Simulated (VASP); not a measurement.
# Ru (Fd-3m) in VASP: further runs

Runs on Ru. Level: RPBE. Tasks: single point.

All numbers are computed with VASP 6.6.1; they aren't measurements. Logs are shortened: lines on timing, memory, paths and dates and some standing lists are left out, and cuts for length are marked.

**1. The cell of the first run**

It takes space group Fd-3m (No. 227, cubic). The conventional cell has a = 5.337 Å, b = 5.337 Å, c = 5.337 Å, α = 90.00°, β = 90.00°, γ = 90.00°. Ru (site symmetry -43m) has 4 Ru at 2.31 Å within 3.1 Å.

**2. Single point, RPBE (volume scaled by 0.92)**

INCAR reads:

```
PREC = Accurate ; ENCUT = 520
EDIFF = 1E-6 ; ISMEAR = -1
SIGMA = 0.1 ; LREAL = F
LASPH = T ; NELM = 80
ALGO = Normal ; ISIF = 2
LWAVE = F ; LCHARG = F
GGA = RP ; NBANDS = 21
```

KPOINTS reads:

```
Automatic mesh
0
Gamma
  11 11 11
```

POSCAR reads:

```
Ru
1.0
    0.0000000000      2.6685814579      2.6685814579
    2.6685814579      0.0000000000      2.6685814579
    2.6685814579      2.6685814579      0.0000000000
Ru
2
Direct
    0.1250000000      0.1250000000      0.1250000000
    0.8750000000      0.8750000000      0.8750000000
```

Potentials or basis: VASP PAW PBE potentials, release 64 (Ru_pv).

On the command line:

```console
cat potpaw_PBE.64/Ru_pv/POTCAR > POTCAR
mpirun -np 1 vasp_std > vasp.out
```

OUTCAR:

```text
PREC = Accurate
   ENCUT = 520
   EDIFF = 1E-6
   ISMEAR = -1
   LREAL = F
   LASPH = T
   NELM = 80
   ISIF = 2
   GGA = RP

 ion  position               nearest neighbor table
   1  0.125  0.125  0.125-   2 2.31   2 2.31   2 2.31   2 2.31
   2  0.875  0.875  0.875-   1 2.31   1 2.31   1 2.31   1 2.31

  LATTYP: Found a face centered cubic cell.
 ALAT       =     5.3371629158

  Lattice vectors:

 A1 = (   0.0000000000,   2.6685814579,   2.6685814579)
 A2 = (   2.6685814579,   0.0000000000,   2.6685814579)
 A3 = (   2.6685814579,   2.6685814579,   0.0000000000)

Analysis of symmetry for initial positions (statically):
=====================================================================
 Subroutine PRICEL returns:
 Original cell was already a primitive cell.

 Routine SETGRP: Setting up the symmetry group for a
 face centered cubic supercell.

 Subroutine GETGRP returns: Found 48 space group operations
 (whereof 12 operations were pure point group operations)
 out of a pool of 48 trial point group operations.

The static configuration has the point symmetry D_3d.
 The point group associated with its full space group is O_h .

Analysis of symmetry for dynamics (positions and initial velocities):
=====================================================================
 Subroutine PRICEL returns:
 Original cell was already a primitive cell.

 Routine SETGRP: Setting up the symmetry group for a
 face centered cubic supercell.

 Subroutine GETGRP returns: Found 48 space group operations
 (whereof 12 operations were pure point group operations)
 out of a pool of 48 trial point group operations.

The dynamic configuration has the point symmetry D_3d.
 The point group associated with its full space group is O_h .

 Subroutine INISYM returns: Found 48 space group operations
 (whereof 12 operations are pure point group operations),
 and found     1 'primitive' translations

----------------------------------------------------------------------------------------

                                     Primitive cell

  volume of cell :      38.0077

  direct lattice vectors                    reciprocal lattice vectors
     0.000000000  2.668581458  2.668581458    -0.187365463  0.187365463  0.187365463
[... 73 lines left out ...]
   ions per type =               2
   NGX,Y,Z   is equivalent  to a cutoff of  12.33, 12.33, 12.33 a.u.
   NGXF,Y,Z  is equivalent  to a cutoff of  24.67, 24.67, 24.67 a.u.
 SYSTEM =  unknown system
   PREC   = accura    normal or accurate (medium, high low for compatibility)
   ISTART =      0    job   : 0-new  1-cont  2-samecut
   ICHARG =      2    charge: 1-file 2-atom 10-const
   ISPIN  =      1    spin polarized calculation?
   LNONCOLLINEAR =      F non collinear calculations
   LSORBIT =      F    spin-orbit coupling
   LASPH  =      T    aspherical Exc in radial PAW
   ENCUT  =  520.0 eV  38.22 Ry    6.18 a.u.   7.02  7.02  7.02*2*pi/ulx,y,z
   NELM   =     80;   NELMIN=  2; NELMDL= -5     # of ELM steps
   EDIFF  = 0.1E-05   stopping-criterion for ELM
   LREAL  =      F    real-space projection
   EDIFFG = 0.1E-04   stopping-criterion for IOM
   NSW    =      0    number of steps for IOM
   IBRION =     -1    ionic relax: 0-MD 1-quasi-New 2-CG
   NFREE  =      0    steps in history (QN), initial steepest desc. (CG)
   ISIF   =      2    stress and relaxation
   ISYM   =      2    0-nonsym 1-usesym 2-fastsym
   POTIM  = 0.5000    time-step for ionic-motion
   TEBEG  =    0.0;   TEEND  =   0.0 temperature during run
   PSTRESS=    0.0 pullay stress
   NELECT =      28.0000    total number of electrons
   NUPDOWN=      -1.0000    fix difference up-down
   EMIN   =  10.00;   EMAX   =-10.00  energy-range for DOS
   EFERMI =   0.00;   METHOD = LEGACY
   ISMEAR =    -1;   SIGMA  =   0.10  broadening in eV -4-tet -1-fermi 0-gaus
   EFERMI_NEDOS =   21; number of points for ismear=-14 and -15
   IALGO  =     38    algorithm
   IMIX   =      4    mixing-type and parameters
     AMIX     =   0.40;   BMIX     =  1.00
     AMIX_MAG =   1.60;   BMIX_MAG =  1.00
  volume/ion in A,a.u.               =      19.00       128.24
  Fermi-wavevector in a.u.,A,eV,Ry     =   1.478554  2.794061 29.743975  2.186120
  Thomas-Fermi vector in A             =   2.592820
   LORBIT       =      0    0 simple, 1 ext, 2 COOP (PROOUT), +10 PAW based schemes
   GGA     = RP    functional components
   LHFCALC =     F    Hartree Fock is set to
   AEXX    =    0.0000 exact exchange contribution
   IVDW    =     0    specifies the selected vdW correction
   LEPSILON=     F    determine dielectric tensor
   LRPA    =     F    only Hartree local field effects (RPA)
 non-spin polarized calculation
  energy-cutoff  :      520.00
  volume of cell :       38.01
 maximum number of plane-waves:      1036
   NGX = 13   NGY = 13   NGZ = 13

 number of electron      28.0000003 magnetization

 Free energy of the ion-electron system (eV)
  ---------------------------------------------------
  ext. energy  EPLUGINS =         0.00000000
  ---------------------------------------------------
  free energy    TOTEN  =       -14.82430960 eV

  energy without entropy =      -14.76641160  energy(sigma->0) =      -14.79536060

 E-fermi :   7.9797     XC(G=0): -11.5866

 val. band max:        7.9655120423   @ k =   0.4545   0.2727   0.0909
 cond. band min:       7.9890824454   @ k =  -0.4545   0.0909   0.0000
 fundamental gap:      0.0235704031
 Fermi energy:         7.9797333571

 k-point     1 :       0.0000    0.0000    0.0000
  band No.  band energies     occupation
      1     -35.3502      2.00000
      2     -35.3502      2.00000
      3     -35.3502      2.00000
      4     -34.3065      2.00000
      5     -34.3065      2.00000
      6     -34.3065      2.00000
[... 565 lines left out ...]
     20      18.9316      0.00000
     21      18.9389      0.00000

 [... further k-points ...]
[... 5 lines left out ...]
  --------------------------------------------------------------------------------------
  -------------------------------------------------------------------------------------
  Total        3.7842157      3.7842157      3.7842157     -0.0000000     -0.0000000     -0.0000000
  in kB      159.5199760    159.5199760    159.5199760     -0.0000000     -0.0000000     -0.0000000
  external PRESSURE =     159.5199760 kB  Pullay stress =       0.0000000 kB

 VOLUME and BASIS-vectors are now :
 -----------------------------------------------------------------------------
  energy-cutoff  :      520.00
  volume of cell :       38.01
      direct lattice vectors                 reciprocal lattice vectors
     0.000000000  2.668581458  2.668581458    -0.187365463  0.187365463  0.187365463
     2.668581458  0.000000000  2.668581458     0.187365463 -0.187365463  0.187365463
     2.668581458  2.668581458  0.000000000     0.187365463  0.187365463 -0.187365463

 POSITION                                       TOTAL-FORCE (eV/Angst)
 -----------------------------------------------------------------------------------
      0.66715      0.66715      0.66715         0.000000     -0.000000     -0.000000
      4.67002      4.67002      4.67002        -0.000000      0.000000      0.000000
 -----------------------------------------------------------------------------------
    total drift:                                0.000000     -0.000000     -0.000000

  FREE ENERGIE OF THE ION-ELECTRON SYSTEM (eV)
  ---------------------------------------------------
  free  energy   TOTEN  =       -14.8243096043 eV

  energy  without entropy=      -14.7664115979  energy(sigma->0) =      -14.79536060
```

stdout:

```text
POSCAR found type information on POSCAR Ru
 POSCAR found :  1 types and       2 ions
 scaLAPACK will be used
 -----------------------------------------------------------------------------
|                                                                             |
|                                                                             |
|     You enforced a specific xc type in the INCAR file but a different       |
|     I HOPE YOU KNOW WHAT YOU ARE DOING!                                     |
|                                                                             |
 -----------------------------------------------------------------------------

 LDA part: xc-table for (Slater+PW92), standard interpolation
 POSCAR, INCAR and KPOINTS ok, starting setup
 FFT: planning ... GRIDC
 FFT: planning ... GRID_SOFT
 FFT: planning ... GRID
 WAVECAR not read
 entering main loop
```

Wall time 29 s (1 thread of Intel Xeon Platinum 8259CL at 2.50GHz (Skylake/Cascade Lake), shared host); peak memory 0.17 GiB.

Results:

- Free energy: -14.8243 eV
- Pressure: 16.0 GPa
- Band gap on the k mesh: zero (band 14 reaches 8.34 eV, above the bottom of band 15 at 7.44 eV)

Caveat: the cell differs from its parent crystal (volume scaled by 0.92); the PAW data sets were made with another functional, which shifts forces and pressure a little.

**3. Single point, RPBE (volume scaled by 0.96)**

INCAR reads:

```
PREC = Accurate
ENCUT = 520
EDIFF = 1E-6
ISMEAR = -1
SIGMA = 0.1
LREAL = False
LASPH = True
NELM = 100
ALGO = Normal
ISIF = 2
LWAVE = False
LCHARG = False
GGA = RP
NBANDS = 21
```

KPOINTS is that of step 2.

POSCAR reads:

```
Ru
1.0
    0.0000000000      2.7067092014      2.7067092014
    2.7067092014      0.0000000000      2.7067092014
    2.7067092014      2.7067092014      0.0000000000
Ru
2
Direct
    0.1250000000      0.1250000000      0.1250000000
    0.8750000000      0.8750000000      0.8750000000
```

Potentials or basis: VASP PAW PBE potentials, release 64 (Ru_pv).

On the command line:

```console
cat potpaw_PBE.64/Ru_pv/POTCAR > POTCAR
mpirun -np 1 vasp_std > vasp.out
```

Run time: 30 s. Hardware: 1 thread of Intel Xeon Platinum 8259CL at 2.50GHz (Skylake/Cascade Lake), shared host; peak memory 0.17 GiB.

Results (log left out):

```yaml
Free_energy: -14.9428 eV
Pressure: 7.2 GPa
Band_gap_on_the_k_mesh: zero (band 14 reaches 7.76 eV, above the bottom of band 15 at 6.91 eV)
```

Levels at points of the mesh, in eV from the Fermi level:
| k point | band 11 | band 12 | band 13 | band 14 | band 15 | band 16 | band 17 | band 18 |
| --- | --- | --- | --- | --- | --- | --- | --- | --- |
| (0.00, 0.00, 0.00) | -3.28 | -3.28 | -0.47 | -0.47 | -0.47 | 1.89 | 1.89 | 10.99 |

Caveat: the cell differs from its parent crystal (volume scaled by 0.96); the PAW data sets were made with another functional, which shifts forces and pressure a little.

**4. Single point, RPBE**

This run uses another cell than the first one, of 20.66 Å³/atom, 1.087 times its volume.

Changes to INCAR since step 3:

```diff
@@ -2,3 +2,3 @@
 ENCUT = 520
-EDIFF = 1E-6
+EDIFF = 1E-7
 ISMEAR = -1
@@ -7,3 +7,3 @@
 LASPH = True
-NELM = 100
+NELM = 60
 ALGO = Normal
```

KPOINTS is that of step 3.

POSCAR reads:

```
Ru
1.0
    0.0000000000      2.7437920177      2.7437920177
    2.7437920177      0.0000000000      2.7437920177
    2.7437920177      2.7437920177      0.0000000000
Ru
2
Direct
    0.1250000000      0.1250000000      0.1250000000
    0.8750000000      0.8750000000      0.8750000000
```

On the command line:

```console
cat potpaw_PBE.64/Ru_pv/POTCAR > POTCAR
mpirun -np 1 vasp_std > vasp.out
```

Wall time 47 s (1 thread of Intel Xeon Platinum 8259CL at 2.50GHz (Skylake/Cascade Lake), shared host); peak memory 0.18 GiB.

It converged, with:

| Property | Result |
| --- | --- |
| Free energy | -14.9808 eV |
| Pressure | 0.3 GPa |
| Band gap on the k mesh | zero (band 14 reaches 7.23 eV, above the bottom of band 15 at 6.42 eV) |

Levels at points of the mesh, in eV from the Fermi level:
```tsv
k point	band 11	band 12	band 13	band 14	band 15	band 16	band 17	band 18
(0.00, 0.00, 0.00)	-3.14	-3.14	-0.45	-0.45	-0.45	1.77	1.77	11.03
```

Caveat: the PAW data sets were made with another functional, which shifts forces and pressure a little.

**5. Single point, RPBE (volume scaled by 1.04)**

INCAR reads:

```
SYSTEM = Ru
PREC = Accurate
ENCUT = 520
EDIFF = 1E-6
ISMEAR = -1
SIGMA = 0.1
LREAL = .FALSE.
LASPH = .TRUE.
NELM = 60
ALGO = Normal
ISIF = 2
LWAVE = .FALSE.
LCHARG = .FALSE.
GGA = RP
NBANDS = 21
```

KPOINTS reads:

```
Automatic mesh
0
G
  11 11 11
  0 0 0
```

POSCAR reads:

```
Ru
1.0
    0.0000000000      2.7798986848      2.7798986848
    2.7798986848      0.0000000000      2.7798986848
    2.7798986848      2.7798986848      0.0000000000
Ru
2
Direct
    0.1250000000      0.1250000000      0.1250000000
    0.8750000000      0.8750000000      0.8750000000
```

On the command line:

```console
cat potpaw_PBE.64/Ru_pv/POTCAR > POTCAR
mpirun -np 1 vasp_std > vasp.out
```

It took 42 s on 1 thread of Intel Xeon Platinum 8259CL at 2.50GHz (Skylake/Cascade Lake), shared host; peak memory 0.18 GiB.

Results (log left out):

```
Free energy            : -14.9549 eV
Pressure               : -5.2 GPa
Band gap on the k mesh : zero (band 14 reaches 6.75 eV, above the bottom of band 15 at 5.97 eV)
```

Levels at points of the mesh, in eV from the Fermi level:
| k point | band 10 | band 11 | band 12 | band 13 | band 14 | band 15 | band 16 | band 17 | band 18 | band 19 |
| --- | --- | --- | --- | --- | --- | --- | --- | --- | --- | --- |
| (0.00, 0.00, 0.00) | -3.01 | -3.01 | -3.01 | -0.44 | -0.44 | -0.44 | 1.65 | 1.65 | 11.07 | 11.07 |

Caveat: the cell differs from its parent crystal (volume scaled by 1.04); the PAW data sets were made with another functional, which shifts forces and pressure a little.

**6. The runs side by side**

```csv
cell,gap on the mesh (eV),pressure (GPa)
"a = 3.774 Å, angles 60.0°, 2 atoms",none,16.0
"a = 3.828 Å, angles 60.0°, 2 atoms",none,7.2
"a = 3.880 Å, angles 60.0°, 2 atoms",none,0.3
"a = 3.931 Å, angles 60.0°, 2 atoms",none,-5.2
```

Alike in all rows: task single point; level RPBE; potentials or basis VASP PAW PBE potentials, release 64 (Ru_pv); no spin polarisation; k mesh 11 × 11 × 11; cutoff (eV) 520; smearing fermi-dirac 0.1 eV.

Caveats: the PAW data sets were made with another functional, which shifts forces and pressure a little.

Total energies depend on the potentials used, so only differences within one code and one set of settings carry meaning.
